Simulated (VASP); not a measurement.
# TiAl (Pmmm) in VASP: further runs, part 2 of 3

VASP 6.6.1. The steps go on from the part before.

### 3 Single point, LDA (normal strain along x +0.0275, normal strain along y +0.0825)

Contents of INCAR:

```
ALGO = Fast ; EDIFF = 1E-6
ENCUT = 520 ; GGA = CA
ISIF = 2 ; ISMEAR = 0
LASPH = T ; LCHARG = T
LELF = T ; LREAL = F
LVHAR = T ; LWAVE = F
NBANDS = 14 ; NELM = 60
PREC = Accurate ; SIGMA = 0.15
```

Contents of KPOINTS:

```
k-points
0
Gamma
  14 14 14
```

Contents of POSCAR:

```
TiAl
1.0
    3.2099985995      0.0000000000      0.0000000000
    0.0000000000      3.3818233420      0.0000000000
    0.0000000000      0.0000000000      3.1240862282
Ti Al
1 1
Direct
    0.0000000000      0.0000000000      0.0000000000
    0.5000000000      0.5000000000      0.5000000000
```

Potentials or basis: VASP PAW LDA potentials, release 64 (Ti_sv, Al).

Run with:

```sh
$ cat potpaw_LDA.64/Ti_sv/POTCAR potpaw_LDA.64/Al/POTCAR > POTCAR
$ mpirun -np 1 vasp_std > vasp.out
```

OUTCAR:

```text
EDIFF = 1E-6
   ENCUT = 520
   GGA = CA
   ISIF = 2
   ISMEAR = 0
   LASPH = T
   LREAL = F
   NELM = 60
   PREC = Accurate

 ion  position               nearest neighbor table
   1  0.000  0.000  0.000-   2 2.81   2 2.81   2 2.81   2 2.81   2 2.81   2 2.81   2 2.81   2 2.81

   2  0.500  0.500  0.500-   1 2.81   1 2.81   1 2.81   1 2.81   1 2.81   1 2.81   1 2.81   1 2.81

  LATTYP: Found a simple orthorhombic cell.
 ALAT       =     3.1240862282
 B/A-ratio  =     1.0275000000
 C/A-ratio  =     1.0825000000

  Lattice vectors:

 A1 = (   0.0000000000,   0.0000000000,   3.1240862282)
 A2 = (   3.2099985995,   0.0000000000,   0.0000000000)
 A3 = (   0.0000000000,   3.3818233420,   0.0000000000)

Analysis of symmetry for initial positions (statically):
=====================================================================
 Subroutine PRICEL returns:
 Original cell was already a primitive cell.

 Routine SETGRP: Setting up the symmetry group for a
 simple orthorhombic supercell.

 Subroutine GETGRP returns: Found  8 space group operations
 (whereof  8 operations were pure point group operations)
 out of a pool of  8 trial point group operations.

The static configuration has the point symmetry D_2h.

Analysis of symmetry for dynamics (positions and initial velocities):
=====================================================================
 Subroutine PRICEL returns:
 Original cell was already a primitive cell.

 Routine SETGRP: Setting up the symmetry group for a
 simple orthorhombic supercell.

 Subroutine GETGRP returns: Found  8 space group operations
 (whereof  8 operations were pure point group operations)
 out of a pool of  8 trial point group operations.

The dynamic configuration has the point symmetry D_2h.

 Subroutine INISYM returns: Found  8 space group operations
 (whereof  8 operations are pure point group operations),
 and found     1 'primitive' translations

----------------------------------------------------------------------------------------

                                     Primitive cell
[... 117 lines left out ...]
   LHFCALC =     F    Hartree Fock is set to
   AEXX    =    0.0000 exact exchange contribution
   IVDW    =     0    specifies the selected vdW correction
   LEPSILON=     F    determine dielectric tensor
   LRPA    =     F    only Hartree local field effects (RPA)
 non-spin polarized calculation
 RMM-DIIS sequential band-by-band and
 Gauss-broadening in eV      SIGMA  =   0.15
  energy-cutoff  :      520.00
  volume of cell :       33.91
 maximum number of plane-waves:       932
 NGX is ok and might be reduce to    24
   NGX = 11   NGY = 13   NGZ = 11

 number of electron      15.0000003 magnetization

 Free energy of the ion-electron system (eV)
  ---------------------------------------------------
  ext. energy  EPLUGINS =         0.00000000
  ---------------------------------------------------
  free energy    TOTEN  =       -13.21571296 eV

  energy without entropy =      -13.18475811  energy(sigma->0) =      -13.20023553

 E-fermi :   7.9243     XC(G=0): -11.0799

 val. band max:        7.9241511648   @ k =   0.3571   0.1429   0.2857
 cond. band min:       7.9272486797   @ k =   0.3571   0.0000   0.1429
 fundamental gap:      0.0030975149
 Fermi energy:         7.9243221412

 k-point     1 :       0.0000    0.0000    0.0000
  band No.  band energies     occupation
      1     -48.3298      2.00000
      2     -24.9651      2.00000
      3     -24.9121      2.00000
      4     -24.8678      2.00000
      5      -0.9965      2.00000
      6       6.5781      2.00000
      7       6.7400      2.00000
      8       9.4484      0.00000
      9       9.5929      0.00000
     10       9.7976      0.00000
     11      11.0515      0.00000
     12      12.3482      0.00000
     13      13.0934      0.00000
     14      16.3633      0.00000
[... 377 lines left out ...]
      1     -48.3149      2.00000
      2     -25.0654      2.00000
      3     -24.9674      2.00000
      4     -24.8533      2.00000
      5       2.2561      2.00000
      6       3.3156      2.00000
      7       7.2900      2.00000
      8       7.5119      1.99990
      9       8.5094      0.00000
     10       9.5965      0.00000
     11      10.7817      0.00000
     12      13.7335      0.00000
     13      14.6414      0.00000
     14      16.8436      0.00000

 [... further k-points ...]
[... 5 lines left out ...]
  --------------------------------------------------------------------------------------
  -------------------------------------------------------------------------------------
  Total       -2.5715779     -1.5314026     -2.5915862      0.0000000      0.0000000      0.0000000
  in kB     -121.4874717    -72.3471092   -122.4327101      0.0000000      0.0000000      0.0000000
  external PRESSURE =    -105.4224303 kB  Pullay stress =       0.0000000 kB

 VOLUME and BASIS-vectors are now :
 -----------------------------------------------------------------------------
  energy-cutoff  :      520.00
  volume of cell :       33.91
      direct lattice vectors                 reciprocal lattice vectors
     3.209998599  0.000000000  0.000000000     0.311526616  0.000000000  0.000000000
     0.000000000  3.381823342  0.000000000     0.000000000  0.295698474  0.000000000
     0.000000000  0.000000000  3.124086228     0.000000000  0.000000000  0.320093598

 POSITION                                       TOTAL-FORCE (eV/Angst)
 -----------------------------------------------------------------------------------
      0.00000      0.00000      0.00000         0.000000      0.000000      0.000000
      1.60500      1.69091      1.56204         0.000000      0.000000      0.000000
 -----------------------------------------------------------------------------------
    total drift:                                0.000000      0.000000      0.000000

  FREE ENERGIE OF THE ION-ELECTRON SYSTEM (eV)
  ---------------------------------------------------
  free  energy   TOTEN  =       -13.2157129558 eV

  energy  without entropy=      -13.1847581107  energy(sigma->0) =      -13.20023553
```

Wall time 3 min (1 thread of Intel Xeon Platinum 8488C (Sapphire Rapids), shared host); peak memory 0.34 GiB.

Results:

```yaml
Free_energy: -13.2157 eV
Pressure: -10.5 GPa
Band_gap_on_the_k_mesh: zero (an odd number of electrons rules out a gap without spin polarisation)
```

Stress tensor (GPa, compression positive):
```
-12.15   0.00   0.00
  0.00  -7.23   0.00
  0.00   0.00 -12.24
```

Levels at points of the mesh, in eV from the Fermi level:
| k point | band 6 | band 7 | band 8 | band 9 | band 10 | band 11 |
| --- | --- | --- | --- | --- | --- | --- |
| (0.00, 0.00, 0.00) | -1.35 | -1.18 | 1.52 | 1.67 | 1.87 | 3.13 |
| (0.50, 0.00, 0.00) | -4.91 | -0.45 | -0.32 | 0.52 | 1.86 | 2.90 |
| (0.00, 0.50, 0.00) | -5.01 | -0.55 | 0.20 | 0.50 | 2.00 | 2.34 |
| (0.50, 0.50, 0.00) | -2.24 | -1.97 | -1.42 | 0.89 | 0.98 | 2.39 |
| (0.00, 0.00, 0.50) | -4.84 | -0.37 | -0.30 | 0.24 | 1.77 | 3.18 |
| (0.50, 0.00, 0.50) | -1.82 | -1.66 | -1.23 | 0.35 | 0.42 | 2.76 |
| (0.00, 0.50, 0.50) | -2.18 | -1.76 | -1.34 | 0.66 | 0.82 | 2.46 |
| (0.50, 0.50, 0.50) | -2.86 | -2.85 | 0.34 | 2.47 | 2.76 | 2.81 |

Caveat: the cell differs from its parent crystal (normal strain along x +0.0275, normal strain along y +0.0825); the stress differs along the axes, from -12 to -7 GPa.

### 4 Single point, LDA (normal strain along x +0.0275, normal strain along y +0.1100)

Contents of INCAR:

```
SYSTEM = TiAl
PREC = Accurate ; ENCUT = 520
EDIFF = 1E-6 ; ISMEAR = 0
SIGMA = 0.15 ; LREAL = .False.
LASPH = .True. ; NELM = 100
ALGO = Fast ; ISIF = 2
LWAVE = .False. ; LCHARG = .False.
GGA = CA ; NBANDS = 14
```

Contents of KPOINTS:

```
regular mesh
0
Gamma
  14 14 14
  0 0 0
```

POSCAR: that of step 3 with these lines changed.

```diff
@@ -3,3 +3,3 @@
     3.2099985995      0.0000000000      0.0000000000
-    0.0000000000      3.3818233420      0.0000000000
+    0.0000000000      3.4677357133      0.0000000000
     0.0000000000      0.0000000000      3.1240862282
```

Run with:

```sh
$ cat potpaw_LDA.64/Ti_sv/POTCAR potpaw_LDA.64/Al/POTCAR > POTCAR
$ mpirun -np 1 vasp_std > vasp.out
```

Run time: 3.1 min. Hardware: 1 thread of Intel Xeon Platinum 8488C (Sapphire Rapids), shared host; peak memory 0.35 GiB.

Results (log left out):

- Free energy: -13.1745 eV
- Pressure: -12.4 GPa
- Band gap on the k mesh: zero (an odd number of electrons rules out a gap without spin polarisation)

Stress tensor (GPa, compression positive):
```
-14.65   0.00   0.00
  0.00  -8.19   0.00
  0.00   0.00 -14.46
```

Levels at points of the mesh, in eV from the Fermi level:
| k point | band 5 | band 6 | band 7 | band 8 | band 9 | band 10 | band 11 | band 12 |
| --- | --- | --- | --- | --- | --- | --- | --- | --- |
| (0.00, 0.00, 0.00) | -8.79 | -1.31 | -1.09 | 1.48 | 1.63 | 1.91 | 2.69 | 4.55 |
| (0.50, 0.00, 0.00) | -5.65 | -4.79 | -0.45 | -0.40 | 0.62 | 1.82 | 2.91 | 6.34 |
| (0.00, 0.50, 0.00) | -6.29 | -4.95 | -0.53 | 0.30 | 0.59 | 2.01 | 2.11 | 6.70 |
| (0.50, 0.50, 0.00) | -4.99 | -2.29 | -1.90 | -1.38 | 0.94 | 1.06 | 2.24 | 4.01 |
| (0.00, 0.00, 0.50) | -5.38 | -4.72 | -0.42 | -0.32 | 0.35 | 1.73 | 3.18 | 6.46 |
| (0.50, 0.00, 0.50) | -4.34 | -1.70 | -1.55 | -1.13 | 0.27 | 0.34 | 2.76 | 4.23 |
| (0.00, 0.50, 0.50) | -4.80 | -2.23 | -1.69 | -1.30 | 0.71 | 0.90 | 2.30 | 4.15 |
| (0.50, 0.50, 0.50) | -2.76 | -2.74 | -2.73 | 0.26 | 2.34 | 2.70 | 2.80 | 2.95 |

Caveat: the cell differs from its parent crystal (normal strain along x +0.0275, normal strain along y +0.1100); the stress differs along the axes, from -15 to -8 GPa.

### 5 Single point, LDA (normal strain along x +0.0550, normal strain along y +0.0825)

Contents of INCAR:

```
PREC = Accurate
ENCUT = 520
EDIFF = 1E-6
ISMEAR = 0
SIGMA = 0.15
LREAL = F
LASPH = T
NELM = 60
ALGO = Fast
ISIF = 2
LWAVE = F
LCHARG = F
GGA = CA
NBANDS = 14
```

Contents of KPOINTS:

```
Automatic mesh
0
Gamma
  14 14 14
```

Contents of POSCAR:

```
TiAl
1.0
    3.2959109708      0.0000000000      0.0000000000
    0.0000000000      3.3818233420      0.0000000000
    0.0000000000      0.0000000000      3.1240862282
Ti Al
1 1
Direct
    0.0000000000      0.0000000000      0.0000000000
    0.5000000000      0.5000000000      0.5000000000
```

Run with:

```sh
$ cat potpaw_LDA.64/Ti_sv/POTCAR potpaw_LDA.64/Al/POTCAR > POTCAR
$ mpirun -np 1 vasp_std > vasp.out
```

It took 4.1 min on 1 thread of Intel Xeon Platinum 8488C (Sapphire Rapids), shared host; peak memory 0.35 GiB.

It converged, with:

* Free energy: -13.1440 eV
* Pressure: -12.5 GPa
* Band gap on the k mesh: zero (an odd number of electrons rules out a gap without spin polarisation)

Stress tensor (GPa, compression positive):
```
-13.07   0.00   0.00
  0.00 -10.28   0.00
  0.00   0.00 -14.09
```

Levels at points of the mesh, in eV from the Fermi level:
| k point | band 6 | band 7 | band 8 | band 9 | band 10 | band 11 |
| --- | --- | --- | --- | --- | --- | --- |
| (0.00, 0.00, 0.00) | -1.28 | -1.15 | 1.42 | 1.68 | 1.78 | 3.23 |
| (0.50, 0.00, 0.00) | -4.87 | -0.47 | -0.25 | 0.58 | 1.85 | 2.61 |
| (0.00, 0.50, 0.00) | -4.93 | -0.52 | 0.01 | 0.58 | 1.91 | 2.34 |
| (0.50, 0.50, 0.00) | -2.20 | -2.08 | -1.42 | 0.95 | 0.99 | 2.30 |
| (0.00, 0.00, 0.50) | -4.74 | -0.33 | -0.20 | 0.06 | 1.67 | 3.15 |
| (0.50, 0.00, 0.50) | -1.91 | -1.62 | -1.21 | 0.37 | 0.49 | 2.59 |
| (0.00, 0.50, 0.50) | -2.09 | -1.67 | -1.27 | 0.51 | 0.68 | 2.44 |
| (0.50, 0.50, 0.50) | -2.78 | -2.77 | 0.20 | 2.38 | 2.69 | 2.73 |

Caveat: the cell differs from its parent crystal (normal strain along x +0.0550, normal strain along y +0.0825); the cell stands under tension.

(Continued in part 3 of 3.)
